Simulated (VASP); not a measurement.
Set up this calculation in VASP 6.6.1, as the native input.

* Task: single point
* Functional: PBEsol
* Potentials or basis: VASP PAW PBE potentials, release 64 (Rb_sv, Br)
* Cutoff: 520 eV
* k mesh: 6 × 6 × 6
* Occupations: gaussian, width 0.05 eV
* Spin: no spin polarisation
* Dipole correction: no
* Further INCAR settings: ALGO = Normal; EDIFF = 1e-06; NBANDS = 15

The structure of RbBr lies in POSCAR:

```
RbBr
1.0
    4.0229253675      0.0000000000      0.0000000000
    0.0000000000      4.0229253675      0.0000000000
    0.0000000000      0.0000000000      4.1260773000
Rb Br
1 1
Direct
    0.0000000000      0.0000000000      0.0000000000
    0.5000000000      0.5000000000      0.5000000000
```

This cell differs from its parent crystal: strain -0.025 along x and y, +0.000 along z.

These files were run (other wordings do the same):

INCAR

```
SYSTEM = RbBr
ALGO = Normal ; EDIFF = 1E-6
ENCUT = 520 ; GGA = PS
ISIF = 2 ; ISMEAR = 0
LASPH = .True. ; LCHARG = .False.
LREAL = .False. ; LWAVE = .False.
NBANDS = 15 ; NELM = 80
PREC = Accurate ; SIGMA = 0.05
```

KPOINTS

```
k-points
0
Gamma
  6 6 6
  0 0 0
```

Potentials or basis: VASP PAW PBE potentials, release 64 (Rb_sv, Br).

Run with:

```sh
$ cat potpaw_PBE.64/Rb_sv/POTCAR potpaw_PBE.64/Br/POTCAR > POTCAR
$ mpirun -np 1 vasp_std > vasp.out
```

It gave:

| Quantity | Value |
| --- | --- |
| Pressure | 0.2 GPa |
| Band gap on the k mesh | 4.02 eV (least direct gap 4.18 eV) |

Caveat: the cell differs from its parent crystal (strain -0.025 along x and y, +0.000 along z); the PAW data sets were made with another functional, which shifts forces and pressure a little.

Wall time 24 s on 1 thread of AMD EPYC 7R13 Processor (Zen 3), on a shared host, peak memory 0.16 GiB.
